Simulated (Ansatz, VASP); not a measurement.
## TiCo: VASP beside Ansatz

INCAR

```
PREC     = Accurate       # precision mode
ENCUT    = 520            # plane-wave cutoff, eV
EDIFF    = 1E-6           # SCF threshold, eV
ISMEAR   = 0              # smearing method
SIGMA    = 0.15           # smearing width, eV
LREAL    = False          # projectors in reciprocal space
LASPH    = True           # aspherical terms in the spheres
NELM     = 150            # most SCF steps
ALGO     = Normal         # electronic algorithm
ISIF     = 2              # what is computed and relaxed
LWAVE    = False          # write WAVECAR
LCHARG   = True           # write CHGCAR
ISPIN    = 2              # spin polarisation
MAGMOM   = 0 0.6          # initial moments
LORBIT   = 11             # projections on sites
LMAXMIX  = 4              # l up to which the mixer works
GGA      = PE             # functional
LELF     = True           # ELF
LVHAR    = True         
NBANDS   = 22             # bands
```

File KPOINTS:

```
Automatic mesh
0
Gamma
  16 16 16
```

The input POSCAR:

```
TiCo
1.0
    2.9861109900      0.0000000000      0.0000000000
    0.0000000000      2.9861109900      0.0000000000
    0.0000000000      0.0000000000      2.9861109900
Ti Co
1 1
Direct
    0.0000000000      0.0000000000      0.0293023268
    0.5000000000      0.5000000000      0.5000000000
```

Input for Ansatz:

```yaml
crystal:
  lattice:
    - [2.98611099, 0.0, 0.0]
    - [0.0, 2.98611099, 0.0]
    - [0.0, 0.0, 2.98611099]
  atoms:
    - { symbol: Ti, position: [0.0, 0.0, 0.0293023268] }
    - { symbol: Co, position: [0.5, 0.5, 0.5], spin: 0.6 }
basis:
  ecutwfc: 420
kpoints:
  mp_grid: { grid: [16, 16, 16] }
hamiltonian:
  xc: pbe
scf:
  occupations: { method: gaussian, width: 0.15 }
output:
  forces: true
  stress: true
  eigenvalues: true
  populations: true
magnetization:
  spin_polarized: true
```

Change from the starting cell: all Ti atoms moved +0.087 Å, as atom 1 along Cartesian [0 0 1].

Alike in both runs: task single point; functional PBE; k mesh 16 × 16 × 16; occupations gaussian, width 0.15 eV; collinear spin.

|  | VASP | Ansatz |
| --- | --- | --- |
| version | VASP 6.6.1 | Ansatz 0.2.0 |
| potentials or method | VASP PAW PBE potentials, release 64 (Ti_sv, Co), cutoff 520 eV | scalar-relativistic, plane waves, PAW |
| valence electrons in the cell | 21 | 29 |

|  | VASP | Ansatz | Ansatz less VASP |
| --- | --- | --- | --- |
| gap on the k mesh at the Fermi level (eV) | none | none | - |
| pressure (GPa) | -0.2 | 0.3 | +0.49 |
| traceless stress, the component that is largest in VASP (GPa) | -0.15 | -0.14 | +0.009 |
| rms of the force components (eV/Å) | 0.248 | 0.252 | +0.0042 |
| net moment per atom (μB) | 0.43 | 0.44 | +0.008 |
| size of the moment on the site where the two differ most (μB) | 0.93 | 0.97 | +0.036 |

Site moments also hang on the region over which each program counts them. Atom by atom the forces differ by 0.004 eV/Å (rms over components). A gap of «none» marks a metal or a gap that the smearing closes. With one functional, cell and mesh, what is left measures potentials, basis and numerics. VASP's potentials hold 21 valence electrons a cell and Ansatz's 29, so a difference there can come from the potentials and not from the codes.
